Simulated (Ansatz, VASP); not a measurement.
One calculation of TaAl2, two programs

```
Ta Al
1.0
     2.80756    0.00000    0.00000
     0.00000    2.80756    0.00000
     0.00000    0.00000    5.34903
Ta Al
1 2
Direct
  0.00000 0.00000 0.00000
  0.50000 0.50000 0.72860
  0.50000 0.50000 0.27140
```

Change from the starting cell: species swapped into the FeSi2 type (P4/mmm, No. 123).

Alike in both runs: task relaxation of cell and atoms; functional PBE; k mesh 6 × 6 × 4; occupations gaussian, width 0.1 eV; no spin polarisation.

```csv
,VASP,Ansatz
version,VASP 6.6.1,Ansatz 0.2.0
potentials or method,"VASP PAW PBE potentials, release 64 (Ta_pv, Al), cutoff 600 eV","scalar-relativistic, plane waves, PAW"
valence electrons in the cell,17,19
```

```tsv
	VASP	Ansatz	Ansatz less VASP
gap on the k mesh at the Fermi level, each at its own relaxed structure (eV)	none	none	-
relaxed volume (Å³/atom)	17.97	17.97	0.000
relaxed cell length with the largest relative difference (Å)	6.785	6.785	-0.0002
```

A gap of «none» marks a metal or a gap that the smearing closes. VASP's potentials hold 17 valence electrons a cell and Ansatz's 19, so a difference there can come from the potentials and not from the codes.

The k mesh is coarse, so the values compare programs but aren't converged. Spin-orbit coupling is off throughout. Noted on VASP's run: the volume moved by over 15 % at a fixed basis, so the end points are rough.
